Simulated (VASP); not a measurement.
Runs of VASP 6.6.1 on W2I. The structure is that of space group Fm-3m (No. 225), or close to it. The cells are those of the table. 

```csv
task,cell,k mesh,cutoff (eV),gap on the mesh (eV),pressure (GPa),relaxed volume (Å³/atom)
single point,"a = 4.419 Å, angles 60.0°, 3 atoms",6 × 6 × 6,520,none,-0.1,-
relaxation of cell and atoms,"relaxed from a = 4.431 Å, angles 60.0°, 3 atoms",6 × 6 × 6,600,none,0.0,20.33
single point,"a = 4.424 Å, angles 60.0°, 3 atoms",14 × 14 × 14,520,none,0.0,-
single point,"a = 4.431 Å, angles 60.0°, 3 atoms",4 × 4 × 4,520,none,-0.1,-
single point,"a = 4.690 Å, angles 60.0°, 3 atoms",6 × 6 × 6,520,none,-18.0,-
relaxation of cell and atoms,"relaxed from a = 4.690 Å, angles 60.0°, 3 atoms",4 × 4 × 4,600,none,0.2,(a)
relaxation of cell and atoms,"relaxed from a = 4.419 Å, angles 60.0°, 3 atoms",14 × 14 × 14,600,none,0.0,20.40
```

Alike in all rows: level PBE; potentials or basis VASP PAW PBE potentials, release 64 (W_sv, I); no spin polarisation; smearing gaussian 0.1 eV.

Problem. Estimate the missing entries.

Solution. (a) 20.48.

Caveats: some runs use coarse meshes; spin-orbit coupling is left out, which moves the levels of the heavy elements; the cell stands under tension (at least some runs); the volume moved by over 15 % at a fixed basis, so the end points are rough (at least some runs).

A k mesh can miss the band edges, and the runs leave out spin-orbit coupling on I, W.

A gap of «none» marks levels without a gap at the run's occupations.
